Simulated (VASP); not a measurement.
# Au (P6_3/mmc) in VASP: a series of runs

The runs below take Au through single point, with RPBE.

All numbers are computed with VASP 6.6.1; they aren't measurements. Logs are shortened: lines on timing, memory, paths and dates and some standing lists are left out, and cuts for length are marked.

## (1) The cell of the first run

The structure is hexagonal, space group P6_3/mmc (No. 194). The conventional cell has a = 2.864 Å, b = 2.864 Å, c = 9.591 Å, α = 90.00°, β = 90.00°, γ = 120.00°. Within 3.8 Å of Au (site symmetry -3m) lie 12 Au at 2.86 to 2.91 Å. Within 3.8 Å of Au (site symmetry -6m2) lie 12 Au at 2.86 to 2.91 Å.

## (2) Single point, RPBE (volume scaled by 0.92)

INCAR reads:

```
SYSTEM = Au
  PREC = Accurate
  ENCUT = 520
  EDIFF = 1E-7
  ISMEAR = -1
  SIGMA = 0.1
  LREAL = .FALSE.
  LASPH = .TRUE.
  NELM = 80
  ALGO = Normal
  ISIF = 2
  LWAVE = .FALSE.
  LCHARG = .FALSE.
  GGA = RP
  NBANDS = 30
```

KPOINTS reads:

```
Automatic mesh
0
G
  14 14 4
  0 0 0
```

POSCAR reads:

```
Au
1.0
    2.8644878515      0.0000000000      0.0000000000
   -1.4322439257      2.4807192483      0.0000000000
    0.0000000000      0.0000000000      9.5910472157
Au
4
Direct
    0.0000000000      0.0000000000      0.0000000000
    0.0000000000      0.0000000000      0.5000000000
    0.3333333333      0.6666666667      0.2500000000
    0.6666666667      0.3333333333      0.7500000000
```

Potentials or basis: VASP PAW PBE potentials, release 64 (Au).

Started as:

```
cat potpaw_PBE.64/Au/POTCAR > POTCAR
mpirun -np 1 vasp_std > vasp.out
```

OUTCAR:

```text
SYSTEM = Au
   PREC = Accurate
   ENCUT = 520
   EDIFF = 1E-7
   ISMEAR = -1
   LREAL = .FALSE.
   LASPH = .TRUE.
   NELM = 80
   ISIF = 2
   GGA = RP

 ion  position               nearest neighbor table
   1  0.000  0.000  0.000-   3 2.91   4 2.91   4 2.91   3 2.91   4 2.91   3 2.91
   2  0.000  0.000  0.500-   3 2.91   4 2.91   4 2.91   3 2.91   4 2.91   3 2.91
   3  0.333  0.667  0.250-   1 2.91   2 2.91   1 2.91   2 2.91   1 2.91   2 2.91
   4  0.667  0.333  0.750-   1 2.91   2 2.91   1 2.91   2 2.91   1 2.91   2 2.91

  LATTYP: Found a hexagonal cell.
 ALAT       =     2.8644878515
 C/A-ratio  =     3.3482589953

  Lattice vectors:

 A1 = (   2.8644878515,   0.0000000000,   0.0000000000)
 A2 = (  -1.4322439257,   2.4807192483,   0.0000000000)
 A3 = (   0.0000000000,   0.0000000000,   9.5910472157)

Analysis of symmetry for initial positions (statically):
=====================================================================
 Subroutine PRICEL returns:
 Original cell was already a primitive cell.

 Routine SETGRP: Setting up the symmetry group for a
 hexagonal supercell.

 Subroutine GETGRP returns: Found 24 space group operations
 (whereof 12 operations were pure point group operations)
 out of a pool of 24 trial point group operations.

The static configuration has the point symmetry D_3d.
 The point group associated with its full space group is D_6h.

Analysis of symmetry for dynamics (positions and initial velocities):
=====================================================================
 Subroutine PRICEL returns:
 Original cell was already a primitive cell.

 Routine SETGRP: Setting up the symmetry group for a
 hexagonal supercell.

 Subroutine GETGRP returns: Found 24 space group operations
 (whereof 12 operations were pure point group operations)
 out of a pool of 24 trial point group operations.

The dynamic configuration has the point symmetry D_3d.
 The point group associated with its full space group is D_6h.

 Subroutine INISYM returns: Found 24 space group operations
 (whereof 12 operations are pure point group operations),
 and found     1 'primitive' translations

----------------------------------------------------------------------------------------

                                     Primitive cell

  volume of cell :      68.1539

  direct lattice vectors                    reciprocal lattice vectors
     2.864487851  0.000000000  0.000000000     0.349102545  0.201554449  0.000000000
    -1.432243926  2.480719248  0.000000000     0.000000000  0.403108897  0.000000000
     0.000000000  0.000000000  9.591047216     0.000000000  0.000000000  0.104263901

  length of vectors
     2.864487851  2.864487852  9.591047216     0.403108897  0.403108897  0.104263901

  position of ions in fractional coordinates (direct lattice)
     0.000000000  0.000000000  0.000000000
     0.000000000  0.000000000  0.500000000
     0.333333333  0.666666667  0.250000000
     0.666666667  0.333333333  0.750000000

  ion indices of the primitive-cell ions
   primitive index   ion index
                 1           1
                 2           2
                 3           3
                 4           4

----------------------------------------------------------------------------------------

 KPOINTS: Automatic mesh

Automatic generation of k-mesh.
 Grid dimensions read from file:
 generate k-points for:   14   14    4

 Generating k-lattice:

  Cartesian coordinates                     Fractional coordinates (reciprocal lattice)
     0.024935896  0.014396746  0.000000000     0.071428571  0.000000000  0.000000000
     0.000000000  0.028793493  0.000000000     0.000000000  0.071428571  0.000000000
     0.000000000  0.000000000  0.026065975     0.000000000  0.000000000  0.250000000

  Length of vectors
     0.028793493  0.028793493  0.026065975

  Shift w.r.t. Gamma in fractional coordinates (k-lattice)
     0.000000000  0.000000000  0.000000000

 Subroutine IBZKPT returns following result:
 ===========================================

 Found     72 irreducible k-points:

 Following reciprocal coordinates:
            Coordinates               Weight
  0.000000  0.000000  0.000000      1.000000
  0.071429  0.000000  0.000000      6.000000
  0.142857  0.000000  0.000000      6.000000
  0.214286  0.000000  0.000000      6.000000
  0.285714  0.000000  0.000000      6.000000
  0.357143 -0.000000  0.000000      6.000000
[... 16 lines left out ...]
  0.285714  0.285714  0.000000      6.000000
  0.357143  0.285714  0.000000      6.000000
 [... further k-points ...]
   k-points           NKPTS =     72   k-points in BZ     NKDIM =     72   number of bands    NBANDS=     30
   number of dos      NEDOS =    301   number of ions     NIONS =      4
   total plane-waves  NPLWV =  41472
   dimension x,y,z NGX =    24 NGY =   24 NGZ =   72
   dimension x,y,z NGXF=    48 NGYF=   48 NGZF=  144
   ions per type =               4
   NGX,Y,Z   is equivalent  to a cutoff of  13.93, 13.93, 12.48 a.u.
   NGXF,Y,Z  is equivalent  to a cutoff of  27.86, 27.86, 24.96 a.u.
 SYSTEM =  Au
   PREC   = accura    normal or accurate (medium, high low for compatibility)
   ISTART =      0    job   : 0-new  1-cont  2-samecut
   ICHARG =      2    charge: 1-file 2-atom 10-const
   ISPIN  =      1    spin polarized calculation?
   LNONCOLLINEAR =      F non collinear calculations
   LSORBIT =      F    spin-orbit coupling
   LASPH  =      T    aspherical Exc in radial PAW
   ENCUT  =  520.0 eV  38.22 Ry    6.18 a.u.   5.33  5.33 17.83*2*pi/ulx,y,z
   NELM   =     80;   NELMIN=  2; NELMDL= -5     # of ELM steps
   EDIFF  = 0.1E-06   stopping-criterion for ELM
   LREAL  =      F    real-space projection
   EDIFFG = 0.1E-05   stopping-criterion for IOM
   NSW    =      0    number of steps for IOM
   IBRION =     -1    ionic relax: 0-MD 1-quasi-New 2-CG
   NFREE  =      0    steps in history (QN), initial steepest desc. (CG)
   ISIF   =      2    stress and relaxation
   ISYM   =      2    0-nonsym 1-usesym 2-fastsym
   POTIM  = 0.5000    time-step for ionic-motion
   TEBEG  =    0.0;   TEEND  =   0.0 temperature during run
   PSTRESS=    0.0 pullay stress
   NELECT =      44.0000    total number of electrons
   NUPDOWN=      -1.0000    fix difference up-down
   EMIN   =  10.00;   EMAX   =-10.00  energy-range for DOS
   EFERMI =   0.00;   METHOD = LEGACY
   ISMEAR =    -1;   SIGMA  =   0.10  broadening in eV -4-tet -1-fermi 0-gaus
   EFERMI_NEDOS =   21; number of points for ismear=-14 and -15
   IALGO  =     38    algorithm
   IMIX   =      4    mixing-type and parameters
     AMIX     =   0.40;   BMIX     =  1.00
     AMIX_MAG =   1.60;   BMIX_MAG =  1.00
  volume/ion in A,a.u.               =      17.04       114.98
  Fermi-wavevector in a.u.,A,eV,Ry     =   1.414910  2.673792 27.238463  2.001971
  Thomas-Fermi vector in A             =   2.536403
   LORBIT       =      0    0 simple, 1 ext, 2 COOP (PROOUT), +10 PAW based schemes
   GGA     = RP    functional components
   LHFCALC =     F    Hartree Fock is set to
   AEXX    =    0.0000 exact exchange contribution
   IVDW    =     0    specifies the selected vdW correction
   LEPSILON=     F    determine dielectric tensor
   LRPA    =     F    only Hartree local field effects (RPA)
 non-spin polarized calculation
  energy-cutoff  :      520.00
  volume of cell :       68.15
 maximum number of plane-waves:      1872
 NGX is ok and might be reduce to    24
   NGX = 11   NGY = 11   NGZ = 35

 number of electron      44.0000008 magnetization

 Free energy of the ion-electron system (eV)
  ---------------------------------------------------
  ext. energy  EPLUGINS =         0.00000000
  ---------------------------------------------------
  free energy    TOTEN  =       -10.33026790 eV

  energy without entropy =      -10.28588445  energy(sigma->0) =      -10.30807618

 E-fermi :   9.5683     XC(G=0): -12.6333

 val. band max:        9.5622097462   @ k =   0.3571   0.1429   0.5000
 cond. band min:       9.5865128270   @ k =   0.2857   0.2143   0.5000
 fundamental gap:      0.0243030808
 Fermi energy:         9.5682772063

 k-point     1 :       0.0000    0.0000    0.0000
  band No.  band energies     occupation
      1      -0.2420      2.00000
      2       1.4550      2.00000
      3       1.4668      2.00000
      4       2.2001      2.00000
      5       4.7068      2.00000
      6       4.7147      2.00000
[... 22 lines left out ...]
     29      24.0598      0.00000
     30      25.0509      0.00000

 k-point     2 :       0.0714    0.0000    0.0000
  band No.  band energies     occupation
      1      -0.0800      2.00000
      2       1.6097      2.00000
      3       1.6212      2.00000
      4       2.3352      2.00000
      5       4.5372      2.00000
      6       4.6247      2.00000
[... 22 lines left out ...]
     29      24.1754      0.00000
     30      25.0561      0.00000

 k-point     3 :       0.1429    0.0000    0.0000
  band No.  band energies     occupation
      1       0.3878      2.00000
      2       2.0322      2.00000
      3       2.0426      2.00000
      4       2.6973      2.00000
      5       4.2320      2.00000
      6       4.4090      2.00000
[... 22 lines left out ...]
     29      24.2126      0.00000
     30      24.2907      0.00000

 k-point     4 :       0.2143    0.0000    0.0000
  band No.  band energies     occupation
      1       1.0936      2.00000
      2       2.5377      2.00000
      3       2.5443      2.00000
      4       3.1056      2.00000
      5       3.9785      2.00000
      6       4.1496      2.00000
[... 22 lines left out ...]
     29      22.6622      0.00000
     30      22.6721      0.00000

 k-point     5 :       0.2857    0.0000    0.0000
  band No.  band energies     occupation
      1       1.8606      2.00000
      2       2.7554      2.00000
      3       2.7907      2.00000
      4       3.2047      2.00000
      5       3.8297      2.00000
      6       3.8669      2.00000
[... 22 lines left out ...]
     29      21.7982      0.00000
     30      22.1963      0.00000
[... 526 lines left out ...]
     29      17.1079      0.00000
     30      18.6938      0.00000

 k-point    22 :       0.3571    0.2143    0.0000
  band No.  band energies     occupation
      1       3.0878      2.00000
      2       3.0902      2.00000
      3       3.5263      2.00000
      4       3.8394      2.00000
      5       4.0186      2.00000
      6       4.0606      2.00000
[... 22 lines left out ...]
     29      17.9669      0.00000
     30      18.3224      0.00000

 k-point    23 :       0.2857    0.2857    0.0000
  band No.  band energies     occupation
      1       3.3763      2.00000
      2       3.3827      2.00000
      3       3.5745      2.00000
      4       3.7438      2.00000
      5       4.0480      2.00000
      6       4.0861      2.00000
[... 22 lines left out ...]
     29      16.7479      0.00000
     30      16.8272      0.00000

 k-point    24 :       0.3571    0.2857    0.0000
  band No.  band energies     occupation
      1       3.4158      2.00000
      2       3.4867      2.00000
      3       3.7811      2.00000
      4       3.8137      2.00000
      5       3.8739      2.00000
      6       3.9555      2.00000
[... 22 lines left out ...]
     29      16.2045      0.00000
     30      18.5901      0.00000

 [... further k-points ...]
[... 5 lines left out ...]
  --------------------------------------------------------------------------------------
  -------------------------------------------------------------------------------------
  Total        5.5868368      5.5868368      4.9341485      0.0000000      0.0000000      0.0000000
  in kB      131.3366501    131.3366501    115.9931044      0.0000000      0.0000000      0.0000000
  external PRESSURE =     126.2221349 kB  Pullay stress =       0.0000000 kB

 VOLUME and BASIS-vectors are now :
 -----------------------------------------------------------------------------
  energy-cutoff  :      520.00
  volume of cell :       68.15
      direct lattice vectors                 reciprocal lattice vectors
     2.864487851  0.000000000  0.000000000     0.349102545  0.201554449  0.000000000
    -1.432243926  2.480719248  0.000000000     0.000000000  0.403108897  0.000000000
     0.000000000  0.000000000  9.591047216     0.000000000  0.000000000  0.104263901

 POSITION                                       TOTAL-FORCE (eV/Angst)
 -----------------------------------------------------------------------------------
      0.00000      0.00000      0.00000        -0.000000      0.000000      0.000000
      0.00000      0.00000      4.79552        -0.000000      0.000000      0.000000
     -0.00000      1.65381      2.39776        -0.000000      0.000000      0.000000
      1.43224      0.82691      7.19329         0.000000     -0.000000     -0.000000
 -----------------------------------------------------------------------------------
    total drift:                               -0.000000      0.000000      0.000000

  FREE ENERGIE OF THE ION-ELECTRON SYSTEM (eV)
  ---------------------------------------------------
  free  energy   TOTEN  =       -10.3302679039 eV

  energy  without entropy=      -10.2858844497  energy(sigma->0) =      -10.30807618
```

Wall time 74 s (1 thread of AMD EPYC 9R45 (Zen 5), shared host); peak memory 0.22 GiB.

Results:

| Quantity | Value |
| --- | --- |
| Free energy | -10.3303 eV |
| Pressure | 12.6 GPa |
| Band gap on the k mesh | zero (band 22 reaches 12.21 eV, above the bottom of band 23 at 7.24 eV) |

Caveat: the cell differs from its parent crystal (volume scaled by 0.92); the PAW data sets were made with another functional, which shifts forces and pressure a little; spin-orbit coupling is left out, which moves the levels of the heavy elements.

## (3) Single point, RPBE (volume scaled by 0.96)

INCAR reads:

```
PREC = Accurate
ENCUT = 520
EDIFF = 1E-6
ISMEAR = -1
SIGMA = 0.1
LREAL = F
LASPH = T
NELM = 60
ALGO = Normal
ISIF = 2
LWAVE = F
LCHARG = F
GGA = RP
NBANDS = 30
```

KPOINTS reads:

```
regular mesh
0
Gamma
  14 14 4
```

POSCAR reads:

```
Au
1.0
    2.9054146360      0.0000000000      0.0000000000
   -1.4527073180      2.5161628833      0.0000000000
    0.0000000000      0.0000000000      9.7280806899
Au
4
Direct
    0.0000000000      0.0000000000      0.0000000000
    0.0000000000      0.0000000000      0.5000000000
    0.3333333333      0.6666666667      0.2500000000
    0.6666666667      0.3333333333      0.7500000000
```

Potentials or basis: VASP PAW PBE potentials, release 64 (Au).

Started as:

```
cat potpaw_PBE.64/Au/POTCAR > POTCAR
mpirun -np 1 vasp_std > vasp.out
```

Wall time 76 s (1 thread of AMD EPYC 9R45 (Zen 5), shared host); peak memory 0.23 GiB.

Results (log left out):

```
Free energy            : -10.4960 eV
Pressure               : 5.4 GPa
Band gap on the k mesh : zero (band 22 reaches 11.40 eV, above the bottom of band 23 at 6.60 eV)
```

Stress tensor (GPa, compression positive):
```
5.73 0.00 0.00
0.00 5.73 0.00
0.00 0.00 4.63
```

Levels at points of the mesh, in eV from the Fermi level:
```tsv
k point	band 20	band 21	band 22	band 23	band 24	band 25
(0.00, 0.00, 0.00)	-2.59	-2.59	-2.06	-2.06	-0.88	2.56
(0.50, 0.00, 0.00)	-1.70	-0.33	0.45	1.12	1.43	3.52
(0.00, 0.00, 0.50)	-3.02	-2.27	-2.27	-2.27	-2.27	5.68
(0.50, 0.00, 0.50)	-1.71	0.36	0.36	1.30	1.30	4.07
```

Caveat: the cell differs from its parent crystal (volume scaled by 0.96); the PAW data sets were made with another functional, which shifts forces and pressure a little; spin-orbit coupling is left out, which moves the levels of the heavy elements.

## (4) Single point, RPBE

This run uses another cell than the first one, of 18.52 Å³/atom, 1.087 times its volume.

INCAR is that of step 3.

KPOINTS is that of step 3.

POSCAR reads:

```
Au
1.0
    2.9452197828      0.0000000000      0.0000000000
   -1.4726098914      2.5506351517      0.0000000000
    0.0000000000      0.0000000000      9.8613586308
Au
4
Direct
    0.0000000000      0.0000000000      0.0000000000
    0.0000000000      0.0000000000      0.5000000000
    0.3333333333      0.6666666667      0.2500000000
    0.6666666667      0.3333333333      0.7500000000
```

Started as:

```
cat potpaw_PBE.64/Au/POTCAR > POTCAR
mpirun -np 1 vasp_std > vasp.out
```

Wall time 81 s (1 thread of AMD EPYC 9R45 (Zen 5), shared host); peak memory 0.24 GiB.

It converged, with:

```
Free energy            : -10.5447 eV
Pressure               : -0.1 GPa
Band gap on the k mesh : zero (band 22 reaches 10.66 eV, above the bottom of band 23 at 6.02 eV)
```

Stress tensor (GPa, compression positive):
```
 0.15  0.00  0.00
 0.00  0.15  0.00
 0.00  0.00 -0.61
```

Levels at points of the mesh, in eV from the Fermi level:
```tsv
k point	band 18	band 19	band 20	band 21	band 22	band 23	band 24	band 25	band 26	band 27
(0.00, 0.00, 0.00)	-2.74	-2.74	-2.51	-2.51	-2.02	-2.02	-0.68	2.37	10.15	10.20
(0.50, 0.00, 0.00)	-1.73	-1.72	-1.69	-0.18	0.58	1.07	1.38	3.31	3.54	5.84
(0.00, 0.00, 0.50)	-2.98	-2.83	-2.83	-2.22	-2.22	-2.22	-2.22	5.49	5.49	14.03
(0.50, 0.00, 0.50)	-1.82	-1.70	-1.70	0.40	0.40	1.27	1.27	3.92	3.92	5.13
```

Caveat: the PAW data sets were made with another functional, which shifts forces and pressure a little; spin-orbit coupling is left out, which moves the levels of the heavy elements.

## (5) Single point, RPBE (volume scaled by 1.04)

INCAR reads:

```
  PREC = Accurate
  ENCUT = 520
  EDIFF = 1E-7
  ISMEAR = -1
  SIGMA = 0.1
  LREAL = False
  LASPH = True
  NELM = 60
  ALGO = Normal
  ISIF = 2
  LWAVE = False
  LCHARG = True
  GGA = RP
  LELF = True
  LVHAR = True
  NBANDS = 30
```

KPOINTS is that of step 4.

POSCAR reads:

```
Au
1.0
    2.9839771193      0.0000000000      0.0000000000
   -1.4919885596      2.5841999896      0.0000000000
    0.0000000000      0.0000000000      9.9911282313
Au
4
Direct
    0.0000000000      0.0000000000      0.0000000000
    0.0000000000      0.0000000000      0.5000000000
    0.3333333333      0.6666666667      0.2500000000
    0.6666666667      0.3333333333      0.7500000000
```

Started as:

```
cat potpaw_PBE.64/Au/POTCAR > POTCAR
mpirun -np 1 vasp_std > vasp.out
```

It took 98 s on 1 thread of AMD EPYC 9R45 (Zen 5), shared host; peak memory 0.24 GiB.

Results (log left out):

```yaml
Free_energy: -10.5053 eV
Pressure: -4.2 GPa
Band_gap_on_the_k_mesh: zero (band 22 reaches 9.98 eV, above the bottom of band 23 at 5.48 eV)
```

Stress tensor (GPa, compression positive):
```
-4.05  0.00  0.00
 0.00 -4.05  0.00
 0.00  0.00 -4.52
```

Levels at points of the mesh, in eV from the Fermi level:
| k point | band 18 | band 19 | band 20 | band 21 | band 22 | band 23 | band 24 | band 25 | band 26 | band 27 |
| --- | --- | --- | --- | --- | --- | --- | --- | --- | --- | --- |
| (0.00, 0.00, 0.00) | -2.66 | -2.66 | -2.45 | -2.45 | -1.99 | -1.99 | -0.51 | 2.20 | 9.90 | 9.94 |
| (0.50, 0.00, 0.00) | -1.72 | -1.71 | -1.68 | -0.05 | 0.71 | 1.03 | 1.33 | 3.12 | 3.36 | 5.71 |
| (0.00, 0.00, 0.50) | -2.88 | -2.66 | -2.66 | -2.17 | -2.17 | -2.17 | -2.17 | 5.31 | 5.31 | 13.91 |
| (0.50, 0.00, 0.50) | -1.81 | -1.70 | -1.70 | 0.44 | 0.44 | 1.24 | 1.24 | 3.80 | 3.80 | 4.93 |

Caveat: the cell differs from its parent crystal (volume scaled by 1.04); the PAW data sets were made with another functional, which shifts forces and pressure a little; spin-orbit coupling is left out, which moves the levels of the heavy elements.

## (6) Summary

```tsv
cell	gap on the mesh (eV)	pressure (GPa)
a = 2.864, b = 2.864, c = 9.591 Å, angles 90.0, 90.0, 120.0°, 4 atoms	none	12.6
a = 2.905, b = 2.905, c = 9.728 Å, angles 90.0, 90.0, 120.0°, 4 atoms	none	5.4
a = 2.945, b = 2.945, c = 9.861 Å, angles 90.0, 90.0, 120.0°, 4 atoms	none	-0.1
a = 2.984, b = 2.984, c = 9.991 Å, angles 90.0, 90.0, 120.0°, 4 atoms	none	-4.2
```

Alike in all rows: task single point; level RPBE; potentials or basis VASP PAW PBE potentials, release 64 (Au); no spin polarisation; k mesh 14 × 14 × 4; cutoff (eV) 520; smearing fermi-dirac 0.1 eV.

Caveats: the PAW data sets were made with another functional, which shifts forces and pressure a little; spin-orbit coupling is left out, which moves the levels of the heavy elements.

Total energies depend on the potentials used, so only differences within one code and one set of settings carry meaning.
